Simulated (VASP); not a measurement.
# Tl (P6/mmm) in VASP: further runs

The runs below take Tl through single point, with RPBE.

All numbers are computed with VASP 6.6.1; they aren't measurements. Logs are shortened: lines on timing, memory, paths and dates and some standing lists are left out, and cuts for length are marked.

## (1) The cell of the first run

The structure is hexagonal, space group P6/mmm (No. 191). Conventional cell: a = 5.697 Å, b = 5.697 Å, c = 3.499 Å, α = 90.00°, β = 90.00°, γ = 120.00°. Within 4.6 Å of Tl (site symmetry 6/mmm) lie 14 Tl at 3.50 to 3.73 Å. Within 4.3 Å of Tl (site symmetry -6m2) lie 11 Tl at 3.29 to 3.73 Å.

## (2) Single point, RPBE (volume scaled by 0.96)

INCAR

```
SYSTEM = Tl
PREC = Accurate
ENCUT = 520
EDIFF = 1E-7
ISMEAR = -1
SIGMA = 0.1
LREAL = .FALSE.
LASPH = .TRUE.
NELM = 60
ALGO = Normal
ISIF = 2
LWAVE = .FALSE.
LCHARG = .FALSE.
GGA = RP
NBANDS = 26
```

KPOINTS

```
Automatic mesh
0
G
  7 7 10
  0 0 0
```

POSCAR

```
Tl
1.0
    5.6965307758      0.0000000000      0.0000000000
   -2.8482653879      4.9333403653      0.0000000000
    0.0000000000      0.0000000000      3.4991821243
Tl
3
Direct
    1.0000000000      1.0000000000      0.0000000000
    0.3333333333      0.6666666667      0.5000000000
    0.6666666667      0.3333333333      0.5000000000
```

Potentials or basis: VASP PAW PBE potentials, release 64 (Tl_d).

Launch:

```bash
$ cat potpaw_PBE.64/Tl_d/POTCAR > POTCAR
$ mpirun -np 1 vasp_std > vasp.out
```

OUTCAR:

```text
SYSTEM = Tl
   PREC = Accurate
   ENCUT = 520
   EDIFF = 1E-7
   ISMEAR = -1
   LREAL = .FALSE.
   LASPH = .TRUE.
   NELM = 60
   ISIF = 2
   GGA = RP

 ion  position               nearest neighbor table
   1  0.000  0.000  0.000-   2 3.73   3 3.73   2 3.73   3 3.73   3 3.73   3 3.73   2 3.73   2 3.73
                             3 3.73   3 3.73   2 3.73   2 3.73
   2  0.333  0.667  0.500-   3 3.29   3 3.29   3 3.29   1 3.73   1 3.73   1 3.73   1 3.73   1 3.73
                             1 3.73
   3  0.667  0.333  0.500-   2 3.29   2 3.29   2 3.29   1 3.73   1 3.73   1 3.73   1 3.73   1 3.73
                             1 3.73

  LATTYP: Found a hexagonal cell.
 ALAT       =     5.6965307758
 C/A-ratio  =     0.6142654647

  Lattice vectors:

 A1 = (   5.6965307758,   0.0000000000,   0.0000000000)
 A2 = (  -2.8482653879,   4.9333403653,   0.0000000000)
 A3 = (   0.0000000000,   0.0000000000,   3.4991821243)

Analysis of symmetry for initial positions (statically):
=====================================================================
 Subroutine PRICEL returns:
 Original cell was already a primitive cell.

 Routine SETGRP: Setting up the symmetry group for a
 hexagonal supercell.

 Subroutine GETGRP returns: Found 24 space group operations
 (whereof 24 operations were pure point group operations)
 out of a pool of 24 trial point group operations.

The static configuration has the point symmetry D_6h.

Analysis of symmetry for dynamics (positions and initial velocities):
=====================================================================
 Subroutine PRICEL returns:
 Original cell was already a primitive cell.

 Routine SETGRP: Setting up the symmetry group for a
 hexagonal supercell.

 Subroutine GETGRP returns: Found 24 space group operations
 (whereof 24 operations were pure point group operations)
 out of a pool of 24 trial point group operations.

The dynamic configuration has the point symmetry D_6h.

 Subroutine INISYM returns: Found 24 space group operations
 (whereof 24 operations are pure point group operations),
 and found     1 'primitive' translations

----------------------------------------------------------------------------------------

                                     Primitive cell

  volume of cell :      98.3373

  direct lattice vectors                    reciprocal lattice vectors
[... 80 lines left out ...]
   PREC   = accura    normal or accurate (medium, high low for compatibility)
   ISTART =      0    job   : 0-new  1-cont  2-samecut
   ICHARG =      2    charge: 1-file 2-atom 10-const
   ISPIN  =      1    spin polarized calculation?
   LNONCOLLINEAR =      F non collinear calculations
   LSORBIT =      F    spin-orbit coupling
   LASPH  =      T    aspherical Exc in radial PAW
   ENCUT  =  520.0 eV  38.22 Ry    6.18 a.u.  10.59 10.59  6.51*2*pi/ulx,y,z
   NELM   =     60;   NELMIN=  2; NELMDL= -5     # of ELM steps
   EDIFF  = 0.1E-06   stopping-criterion for ELM
   LREAL  =      F    real-space projection
   EDIFFG = 0.1E-05   stopping-criterion for IOM
   NSW    =      0    number of steps for IOM
   IBRION =     -1    ionic relax: 0-MD 1-quasi-New 2-CG
   NFREE  =      0    steps in history (QN), initial steepest desc. (CG)
   ISIF   =      2    stress and relaxation
   ISYM   =      2    0-nonsym 1-usesym 2-fastsym
   POTIM  = 0.5000    time-step for ionic-motion
   TEBEG  =    0.0;   TEEND  =   0.0 temperature during run
   PSTRESS=    0.0 pullay stress
   NELECT =      39.0000    total number of electrons
   NUPDOWN=      -1.0000    fix difference up-down
   EMIN   =  10.00;   EMAX   =-10.00  energy-range for DOS
   EFERMI =   0.00;   METHOD = LEGACY
   ISMEAR =    -1;   SIGMA  =   0.10  broadening in eV -4-tet -1-fermi 0-gaus
   EFERMI_NEDOS =   21; number of points for ismear=-14 and -15
   IALGO  =     38    algorithm
   IMIX   =      4    mixing-type and parameters
     AMIX     =   0.40;   BMIX     =  1.00
     AMIX_MAG =   1.60;   BMIX_MAG =  1.00
  volume/ion in A,a.u.               =      32.78       221.20
  Fermi-wavevector in a.u.,A,eV,Ry     =   1.202791  2.272946 19.683648  1.446707
  Thomas-Fermi vector in A             =   2.338563
   LORBIT       =      0    0 simple, 1 ext, 2 COOP (PROOUT), +10 PAW based schemes
   GGA     = RP    functional components
   LHFCALC =     F    Hartree Fock is set to
   AEXX    =    0.0000 exact exchange contribution
   IVDW    =     0    specifies the selected vdW correction
   LEPSILON=     F    determine dielectric tensor
   LRPA    =     F    only Hartree local field effects (RPA)
 non-spin polarized calculation
  energy-cutoff  :      520.00
  volume of cell :       98.34
 maximum number of plane-waves:      2689
   NGX = 21   NGY = 21   NGZ = 13

 number of electron      38.9999994 magnetization

 Free energy of the ion-electron system (eV)
  ---------------------------------------------------
  ext. energy  EPLUGINS =         0.00000000
  ---------------------------------------------------
  free energy    TOTEN  =        -5.47778808 eV

  energy without entropy =       -5.42460490  energy(sigma->0) =       -5.45119649

 E-fermi :   5.5361     XC(G=0):  -9.3853

 val. band max:        5.5072282721   @ k =   0.2857   0.2857   0.1000
 cond. band min:       5.5840209976   @ k =   0.0000   0.0000   0.2000
 fundamental gap:      0.0767927254
 Fermi energy:         5.5360695101

 k-point     1 :       0.0000    0.0000    0.0000
  band No.  band energies     occupation
      1      -6.4361      2.00000
      2      -6.1707      2.00000
      3      -6.1660      2.00000
      4      -6.1660      2.00000
      5      -6.1477      2.00000
      6      -6.0294      2.00000
[... 685 lines left out ...]
     25      11.8305      0.00000
     26      11.8352      0.00000

 [... further k-points ...]
[... 5 lines left out ...]
  --------------------------------------------------------------------------------------
  -------------------------------------------------------------------------------------
  Total        0.4822385      0.4822385      0.4607307     -0.0000000      0.0000000     -0.0000000
  in kB        7.8569574      7.8569574      7.5065378     -0.0000000      0.0000000     -0.0000000
  external PRESSURE =       7.7401509 kB  Pullay stress =       0.0000000 kB

 VOLUME and BASIS-vectors are now :
 -----------------------------------------------------------------------------
  energy-cutoff  :      520.00
  volume of cell :       98.34
      direct lattice vectors                 reciprocal lattice vectors
     5.696530776  0.000000000  0.000000000     0.175545440  0.101351207  0.000000000
    -2.848265388  4.933340365  0.000000000     0.000000000  0.202702414  0.000000000
     0.000000000  0.000000000  3.499182124     0.000000000  0.000000000  0.285781067

 POSITION                                       TOTAL-FORCE (eV/Angst)
 -----------------------------------------------------------------------------------
      0.00000      0.00000      0.00000        -0.000000      0.000000      0.000000
     -0.00000      3.28889      1.74959         0.000000      0.000000      0.000000
      2.84827      1.64445      1.74959        -0.000000      0.000000      0.000000
 -----------------------------------------------------------------------------------
    total drift:                                0.000000      0.000000     -0.000000

  FREE ENERGIE OF THE ION-ELECTRON SYSTEM (eV)
  ---------------------------------------------------
  free  energy   TOTEN  =        -5.4777880754 eV

  energy  without entropy=       -5.4246048999  energy(sigma->0) =       -5.45119649
```

OSZICAR:

```text
N       E                     dE             d eps       ncg     rms          rms(c)
DAV:   1     0.211309854556E+03    0.21131E+03   -0.20391E+04  2520   0.136E+03
DAV:   2    -0.788425571222E+00   -0.21210E+03   -0.20909E+03  2666   0.310E+02
DAV:   3    -0.547657874316E+01   -0.46882E+01   -0.46459E+01  2804   0.394E+01
DAV:   4    -0.551178405204E+01   -0.35205E-01   -0.35192E-01  2778   0.352E+00
DAV:   5    -0.551228434185E+01   -0.50029E-03   -0.50029E-03  2728   0.440E-01    0.270E+00
DAV:   6    -0.548172784468E+01    0.30556E-01   -0.63562E-02  2638   0.170E+00    0.193E+00
DAV:   7    -0.547781190086E+01    0.39159E-02   -0.33905E-02  2630   0.124E+00    0.630E-01
DAV:   8    -0.547773878213E+01    0.73119E-04   -0.28809E-03  2578   0.362E-01    0.374E-02
DAV:   9    -0.547777493067E+01   -0.36149E-04   -0.61465E-05  2856   0.567E-02    0.188E-02
DAV:  10    -0.547778738618E+01   -0.12456E-04   -0.13511E-05  2580   0.256E-02    0.230E-03
DAV:  11    -0.547778783105E+01   -0.44487E-06   -0.42389E-07  2768   0.387E-03    0.889E-04
DAV:  12    -0.547778802963E+01   -0.19859E-06   -0.61473E-08  1402   0.164E-03    0.214E-04
DAV:  13    -0.547778807535E+01   -0.45719E-07   -0.50332E-09  1350   0.668E-04
   1 F= -.54777881E+01 E0= -.54511965E+01  d E =-.531832E-01
```

It took 1.9 min on 1 thread of Intel Xeon Platinum 8488C (Sapphire Rapids), shared host; peak memory 0.26 GiB.

Results:

```
Free energy : -5.4778 eV
Pressure    : 0.8 GPa
```

Caveat: the PAW data sets were made with another functional, which shifts forces and pressure a little; spin-orbit coupling is left out, which moves the levels of the heavy elements.

## (3) Single point, RPBE (volume scaled by 1.04)

INCAR

```
ALGO     = Normal         # electronic algorithm
EDIFF    = 1E-7           # SCF threshold, eV
ENCUT    = 520            # plane-wave cutoff, eV
GGA      = RP             # functional
ISIF     = 2              # what is computed and relaxed
ISMEAR   = -1             # smearing method
LASPH    = True           # aspherical terms in the spheres
LCHARG   = True           # write CHGCAR
LELF     = True           # ELF
LREAL    = False          # projectors in reciprocal space
LVHAR    = True         
LWAVE    = False          # write WAVECAR
NBANDS   = 26             # bands
NELM     = 100            # most SCF steps
PREC     = Accurate       # precision mode
SIGMA    = 0.1            # smearing width, eV
```

KPOINTS

```
k-points
0
Gamma
  7 7 10
```

POSCAR

```
Tl
1.0
    5.8505651083      0.0000000000      0.0000000000
   -2.9252825541      5.0667380103      0.0000000000
    0.0000000000      0.0000000000      3.5938000951
Tl
3
Direct
    1.0000000000      1.0000000000      0.0000000000
    0.3333333333      0.6666666667      0.5000000000
    0.6666666667      0.3333333333      0.5000000000
```

Potentials or basis: VASP PAW PBE potentials, release 64 (Tl_d).

Launch:

```bash
$ cat potpaw_PBE.64/Tl_d/POTCAR > POTCAR
$ mpirun -np 1 vasp_std > vasp.out
```

Wall time 2.2 min (1 thread of Intel Xeon Platinum 8488C (Sapphire Rapids), shared host); peak memory 0.29 GiB.

Results (log left out):

```yaml
Free_energy: -5.4797 eV
Pressure: -0.7 GPa
```

Levels at points of the mesh, in eV from the Fermi level:
| k point | band 17 | band 18 | band 19 | band 20 | band 21 | band 22 |
| --- | --- | --- | --- | --- | --- | --- |
| (0.00, 0.00, 0.00) | -4.83 | -4.54 | -0.34 | -0.34 | -0.17 | -0.17 |
| (0.00, 0.00, 0.50) | -5.36 | -2.90 | -0.29 | 0.58 | 1.28 | 1.28 |

Caveat: the PAW data sets were made with another functional, which shifts forces and pressure a little; spin-orbit coupling is left out, which moves the levels of the heavy elements.
